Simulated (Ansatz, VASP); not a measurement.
# AlN in VASP and in Ansatz

```
Al N
1.0
     0.00000    1.93279    2.13624
     1.93279    0.00000    2.13624
     1.93279    1.93279    0.00000
Al N
1 1
Direct
  0.50000 0.50000 0.50000
  0.00000 0.00000 0.00000
```

Change from the starting cell: strain -0.050 along x and y, +0.050 along z, atoms carried along.

Alike in both runs: task single point; functional LDA; k mesh 10 × 10 × 10; occupations gaussian, width 0.05 eV; no spin polarisation.

|  | VASP | Ansatz |
| --- | --- | --- |
| version | VASP 6.6.1 | Ansatz 0.2.0 |
| potentials or method | VASP PAW LDA potentials, release 64 (Al, N), cutoff 520 eV | scalar-relativistic, plane waves, PAW |
| valence electrons in the cell | 8 | 8 |

```tsv
	VASP	Ansatz	Ansatz less VASP
gap on the k mesh at the Fermi level (eV)	4.23	4.24	+0.014
least direct gap on the mesh (eV)	5.71	5.68	-0.022
pressure (GPa)	8.9	8.1	-0.80
traceless stress, the component that is largest in VASP (GPa)	-20.08	-19.49	+0.582
```

LDA's correlation is that of Perdew and Zunger in VASP and of Perdew and Wang (1992) in Ansatz.
